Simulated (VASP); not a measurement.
# AlGa5As6 (P31m) in VASP: single point with PBE

Aim: the single point of AlGa5As6 with PBE.

All numbers are computed with VASP 6.6.1; they aren't measurements. Logs are shortened: lines on timing, memory, paths and dates and some standing lists are left out, and cuts for length are marked.

## 1. The cell of the first run

It takes space group P31m (No. 157, trigonal). The conventional cell has a = 7.012 Å, b = 7.012 Å, c = 6.670 Å, α = 90.00°, β = 90.00°, γ = 120.00°. Al (site symmetry 3m) has 4 As at 2.48 to 2.49 Å within 3.3 Å. Within 3.3 Å of Ga (site symmetry 3) lie 4 As at 2.48 to 2.50 Å. Within 3.3 Å of Ga (site symmetry m) lie 4 As at 2.48 to 2.50 Å. Within 3.3 Å of As (site symmetry 3m) lie 3 Ga at 2.49 Å and 1 Al at 2.49 Å. As (site symmetry 3) has 4 Ga at 2.48 to 2.50 Å within 3.3 Å. As (site symmetry m) has 1 Al at 2.48 Å and 3 Ga at 2.48 to 2.50 Å within 3.3 Å.

## 2. Single point, PBE

Contents of INCAR:

```
SYSTEM = AlGa5As6
  PREC = Accurate
  ENCUT = 520
  EDIFF = 1E-7
  ISMEAR = 0
  SIGMA = 0.01
  LREAL = .FALSE.
  LASPH = .TRUE.
  NELM = 80
  ALGO = Normal
  ISIF = 2
  LWAVE = .FALSE.
  LCHARG = .FALSE.
  GGA = PE
  NBANDS = 61
```

Contents of KPOINTS:

```
regular mesh
0
G
  6 6 6
  0 0 0
```

Contents of POSCAR:

```
AlGa5As6
1.0
    7.0117210198      0.0000000000      0.0000000000
   -3.5058605099      6.0723285274      0.0000000000
    0.0000000000      0.0000000000      6.6704786484
Al Ga As
1 5 6
Direct
    0.0000000000      0.0000000000      0.0005128103
    0.6666666667      0.3333333333      0.0007242357
    0.3333333333      0.6666666667      0.0007242357
    0.3332280371      0.0000000000      0.5012053678
    0.0000000000      0.3332280371      0.5012053678
    0.6667719629      0.6667719629      0.5012053678
    0.0000000000      0.0000000000      0.3737839778
    0.6666666667      0.3333333333      0.3752157199
    0.3333333333      0.6666666667      0.3752157199
    0.3326586191      0.0000000000      0.8754017325
    0.0000000000      0.3326586191      0.8754017325
    0.6673413809      0.6673413809      0.8754017325
```

Potentials or basis: VASP PAW PBE potentials, release 64 (Al, Ga_d, As).

Run with:

```sh
cat potpaw_PBE.64/Al/POTCAR potpaw_PBE.64/Ga_d/POTCAR potpaw_PBE.64/As/POTCAR > POTCAR
mpirun -np 1 vasp_std > vasp.out
```

OUTCAR:

```text
SYSTEM = AlGa5As6
   PREC = Accurate
   ENCUT = 520
   EDIFF = 1E-7
   ISMEAR = 0
   LREAL = .FALSE.
   LASPH = .TRUE.
   NELM = 80
   ISIF = 2
   GGA = PE

 ion  position               nearest neighbor table
   1  0.000  0.000  0.001-  10 2.48  11 2.48  12 2.48   7 2.49
   2  0.667  0.333  0.001-  11 2.48  10 2.48  12 2.48   8 2.50
   3  0.333  0.667  0.001-  10 2.48  11 2.48  12 2.48   9 2.50
   4  0.333  0.000  0.501-   9 2.48   8 2.48   7 2.49  10 2.50
   5  0.000  0.333  0.501-   8 2.48   9 2.48   7 2.49  11 2.50
   6  0.667  0.667  0.501-   9 2.48   8 2.48   7 2.49  12 2.50
   7  0.000  0.000  0.374-   4 2.49   5 2.49   6 2.49   1 2.49
   8  0.667  0.333  0.375-   5 2.48   4 2.48   6 2.48   2 2.50
   9  0.333  0.667  0.375-   4 2.48   5 2.48   6 2.48   3 2.50
  10  0.333  0.000  0.875-   1 2.48   3 2.48   2 2.48   4 2.50
  11  0.000  0.333  0.875-   1 2.48   2 2.48   3 2.48   5 2.50
  12  0.667  0.667  0.875-   1 2.48   3 2.48   2 2.48   6 2.50

  LATTYP: Found a hexagonal cell.
 ALAT       =     7.0117210198
 C/A-ratio  =     0.9513325801

  Lattice vectors:

 A1 = (   7.0117210198,   0.0000000000,   0.0000000000)
 A2 = (  -3.5058605099,   6.0723285274,   0.0000000000)
 A3 = (   0.0000000000,   0.0000000000,   6.6704786484)

Analysis of symmetry for initial positions (statically):
=====================================================================
 Subroutine PRICEL returns:
 Original cell was already a primitive cell.

 Routine SETGRP: Setting up the symmetry group for a
 hexagonal supercell.

 Subroutine GETGRP returns: Found  6 space group operations
 (whereof  6 operations were pure point group operations)
 out of a pool of 24 trial point group operations.

The static configuration has the point symmetry C_3v.

Analysis of symmetry for dynamics (positions and initial velocities):
=====================================================================
 Subroutine PRICEL returns:
 Original cell was already a primitive cell.

 Routine SETGRP: Setting up the symmetry group for a
 hexagonal supercell.

 Subroutine GETGRP returns: Found  6 space group operations
 (whereof  6 operations were pure point group operations)
 out of a pool of 24 trial point group operations.

The dynamic configuration has the point symmetry C_3v.

 Subroutine INISYM returns: Found  6 space group operations
 (whereof  6 operations are pure point group operations),
 and found     1 'primitive' translations

----------------------------------------------------------------------------------------

                                     Primitive cell

  volume of cell :     284.0121

  direct lattice vectors                    reciprocal lattice vectors
     7.011721020  0.000000000  0.000000000     0.142618338  0.082340736  0.000000000
    -3.505860510  6.072328527  0.000000000     0.000000000  0.164681472  0.000000000
     0.000000000  0.000000000  6.670478648     0.000000000  0.000000000  0.149914279

  length of vectors
     7.011721020  7.011721020  6.670478648     0.164681472  0.164681472  0.149914279

  position of ions in fractional coordinates (direct lattice)
     0.000000000  0.000000000  0.000512810
     0.666666667  0.333333333  0.000724236
     0.333333333  0.666666667  0.000724236
     0.333228037  0.000000000  0.501205368
     0.000000000  0.333228037  0.501205368
     0.666771963  0.666771963  0.501205368
     0.000000000  0.000000000  0.373783978
     0.666666667  0.333333333  0.375215720
     0.333333333  0.666666667  0.375215720
     0.332658619  0.000000000  0.875401733
     0.000000000  0.332658619  0.875401733
     0.667341381  0.667341381  0.875401733

  ion indices of the primitive-cell ions
   primitive index   ion index
                 1           1
                 2           2
                 3           3
                 4           4
                 5           5
                 6           6
                 7           7
                 8           8
                 9           9
                10          10
                11          11
                12          12

----------------------------------------------------------------------------------------

 KPOINTS: regular mesh

Automatic generation of k-mesh.
 Grid dimensions read from file:
 generate k-points for:    6    6    6

 Generating k-lattice:

  Cartesian coordinates                     Fractional coordinates (reciprocal lattice)
     0.023769723  0.013723456  0.000000000     0.166666667 -0.000000000  0.000000000
     0.000000000  0.027446912  0.000000000     0.000000000  0.166666667  0.000000000
     0.000000000  0.000000000  0.024985713     0.000000000  0.000000000  0.166666667

  Length of vectors
     0.027446912  0.027446912  0.024985713

  Shift w.r.t. Gamma in fractional coordinates (k-lattice)
     0.000000000  0.000000000  0.000000000

 Subroutine IBZKPT returns following result:
 ===========================================

 Found     34 irreducible k-points:

 Following reciprocal coordinates:
            Coordinates               Weight
  0.000000  0.000000  0.000000      1.000000
  0.166667  0.000000  0.000000      6.000000
  0.333333  0.000000  0.000000      6.000000
  0.500000  0.000000  0.000000      3.000000
  0.166667  0.166667  0.000000      6.000000
  0.333333  0.166667  0.000000     12.000000
[... 16 lines left out ...]
 -0.166667  0.333333  0.333333      6.000000
  0.333333  0.166667  0.333333     12.000000
 [... further k-points ...]
   k-points           NKPTS =     34   k-points in BZ     NKDIM =     34   number of bands    NBANDS=     61
   number of dos      NEDOS =    301   number of ions     NIONS =     12
   total plane-waves  NPLWV = 145800
   dimension x,y,z NGX =    54 NGY =   54 NGZ =   50
   dimension x,y,z NGXF=   108 NGYF=  108 NGZF=  100
   ions per type =               1   5   6
   NGX,Y,Z   is equivalent  to a cutoff of  12.80, 12.80, 12.46 a.u.
   NGXF,Y,Z  is equivalent  to a cutoff of  25.61, 25.61, 24.92 a.u.
 SYSTEM =  AlGa5As6
   PREC   = accura    normal or accurate (medium, high low for compatibility)
   ISTART =      0    job   : 0-new  1-cont  2-samecut
   ICHARG =      2    charge: 1-file 2-atom 10-const
   ISPIN  =      1    spin polarized calculation?
   LNONCOLLINEAR =      F non collinear calculations
   LSORBIT =      F    spin-orbit coupling
   LASPH  =      T    aspherical Exc in radial PAW
   ENCUT  =  520.0 eV  38.22 Ry    6.18 a.u.  13.04 13.04 12.40*2*pi/ulx,y,z
   NELM   =     80;   NELMIN=  2; NELMDL= -5     # of ELM steps
   EDIFF  = 0.1E-06   stopping-criterion for ELM
   LREAL  =      F    real-space projection
   EDIFFG = 0.1E-05   stopping-criterion for IOM
   NSW    =      0    number of steps for IOM
   IBRION =     -1    ionic relax: 0-MD 1-quasi-New 2-CG
   NFREE  =      0    steps in history (QN), initial steepest desc. (CG)
   ISIF   =      2    stress and relaxation
   ISYM   =      2    0-nonsym 1-usesym 2-fastsym
   POTIM  = 0.5000    time-step for ionic-motion
   TEBEG  =    0.0;   TEEND  =   0.0 temperature during run
   PSTRESS=    0.0 pullay stress
   NELECT =      98.0000    total number of electrons
   NUPDOWN=      -1.0000    fix difference up-down
   EMIN   =  10.00;   EMAX   =-10.00  energy-range for DOS
   EFERMI =   0.00;   METHOD = LEGACY
   ISMEAR =     0;   SIGMA  =   0.01  broadening in eV -4-tet -1-fermi 0-gaus
   EFERMI_NEDOS =   21; number of points for ismear=-14 and -15
   IALGO  =     38    algorithm
   IMIX   =      4    mixing-type and parameters
     AMIX     =   0.40;   BMIX     =  1.00
     AMIX_MAG =   1.60;   BMIX_MAG =  1.00
  volume/ion in A,a.u.               =      23.67       159.72
  Fermi-wavevector in a.u.,A,eV,Ry     =   1.148254  2.169885 17.939102  1.318487
  Thomas-Fermi vector in A             =   2.284930
   LORBIT       =      0    0 simple, 1 ext, 2 COOP (PROOUT), +10 PAW based schemes
   GGA     = PE    functional components
   LHFCALC =     F    Hartree Fock is set to
   AEXX    =    0.0000 exact exchange contribution
   IVDW    =     0    specifies the selected vdW correction
   LEPSILON=     F    determine dielectric tensor
   LRPA    =     F    only Hartree local field effects (RPA)
 non-spin polarized calculation
 Gauss-broadening in eV      SIGMA  =   0.01
  energy-cutoff  :      520.00
  volume of cell :      284.01
 maximum number of plane-waves:      7695
 NGX is ok and might be reduce to    54
   NGX = 27   NGY = 27   NGZ = 25

 number of electron      98.0000045 magnetization

 Free energy of the ion-electron system (eV)
  ---------------------------------------------------
  ext. energy  EPLUGINS =         0.00000000
  ---------------------------------------------------
  free energy    TOTEN  =       -50.61814590 eV

  energy without entropy =      -50.61814590  energy(sigma->0) =      -50.61814590

 E-fermi :   3.6705     XC(G=0):  -9.2907

 val. band max:        3.5972663307   @ k =   0.0000   0.0000   0.0000
 cond. band min:       3.9931498348   @ k =   0.0000   0.0000   0.0000
 fundamental gap:      0.3958835041
 Fermi energy:         3.6705253169

 k-point     1 :       0.0000    0.0000    0.0000
  band No.  band energies     occupation
      1     -11.2432      2.00000
      2     -11.2374      2.00000
      3     -11.2221      2.00000
      4     -11.2221      2.00000
      5     -11.2038      2.00000
      6     -11.1587      2.00000
[... 53 lines left out ...]
     60       8.6835      0.00000
     61       8.9318      0.00000

 k-point     2 :       0.1667    0.0000    0.0000
  band No.  band energies     occupation
      1     -11.2441      2.00000
      2     -11.2375      2.00000
      3     -11.2240      2.00000
      4     -11.2186      2.00000
      5     -11.2042      2.00000
      6     -11.1630      2.00000
[... 1406 lines left out ...]
      5     -11.2024      2.00000
      6     -11.1921      2.00000
[... 53 lines left out ...]
     60       8.1275      0.00000
     61       8.4846      0.00000

 [... further k-points ...]

------------------------ aborting loop because EDIFF is reached ----------------------------------------

  FORCE on cell =-STRESS in cart. coord.  units (eV):
  Direction    XX          YY          ZZ          XY          YZ          ZX
  --------------------------------------------------------------------------------------
  -------------------------------------------------------------------------------------
  Total        0.2890997      0.2890997      0.2857209      0.0000000     -0.0000000      0.0000000
  in kB        1.6308774      1.6308774      1.6118169      0.0000000     -0.0000000      0.0000000
  external PRESSURE =       1.6245239 kB  Pullay stress =       0.0000000 kB

 VOLUME and BASIS-vectors are now :
 -----------------------------------------------------------------------------
  energy-cutoff  :      520.00
  volume of cell :      284.01
      direct lattice vectors                 reciprocal lattice vectors
     7.011721020  0.000000000  0.000000000     0.142618338  0.082340736  0.000000000
    -3.505860510  6.072328527  0.000000000     0.000000000  0.164681472  0.000000000
     0.000000000  0.000000000  6.670478648     0.000000000  0.000000000  0.149914279

 POSITION                                       TOTAL-FORCE (eV/Angst)
 -----------------------------------------------------------------------------------
      0.00000      0.00000      0.00342         0.000000      0.000000      0.000731
      3.50586      2.02411      0.00483         0.000000      0.000000      0.001666
     -0.00000      4.04822      0.00483         0.000000      0.000000      0.001666
      2.33650      0.00000      3.34328         0.000351      0.000000      0.000720
     -1.16825      2.02347      3.34328        -0.000175      0.000304      0.000720
      2.33761      4.04886      3.34328        -0.000175     -0.000304      0.000720
      0.00000      0.00000      2.49332         0.000000      0.000000     -0.003441
      3.50586      2.02411      2.50287         0.000000      0.000000     -0.000986
     -0.00000      4.04822      2.50287         0.000000      0.000000     -0.000986
      2.33251      0.00000      5.83935        -0.003052      0.000000     -0.000270
     -1.16625      2.02001      5.83935         0.001526     -0.002643     -0.000270
      2.33961      4.05232      5.83935         0.001526      0.002643     -0.000270
 -----------------------------------------------------------------------------------
    total drift:                                0.000000      0.000000     -0.002551

  FREE ENERGIE OF THE ION-ELECTRON SYSTEM (eV)
  ---------------------------------------------------
  free  energy   TOTEN  =       -50.6181458961 eV

  energy  without entropy=      -50.6181458961  energy(sigma->0) =      -50.61814590
```

Wall time 8.7 min (1 thread of Intel Xeon 6975P-C (Granite Rapids), shared host); peak memory 0.67 GiB.

Results:

* Free energy: -50.6181 eV
* Pressure: 0.2 GPa
* Largest force: 0.003 eV/Å
* Band gap on the k mesh: 0.40 eV

Forces in eV/Å, atoms in the order of the input:
```
Al   0.000  0.000  0.001
Ga   0.000  0.000  0.002
Ga   0.000  0.000  0.002
Ga   0.000  0.000  0.001
Ga   0.000  0.000  0.001
Ga   0.000  0.000  0.001
As   0.000  0.000 -0.003
As   0.000  0.000 -0.001
As   0.000  0.000 -0.001
As  -0.003  0.000  0.000
As   0.002 -0.003  0.000
As   0.002  0.003  0.000
```

Caveat: semilocal functionals underestimate gaps, and a narrow one can read as zero. A k mesh can miss the band edges.
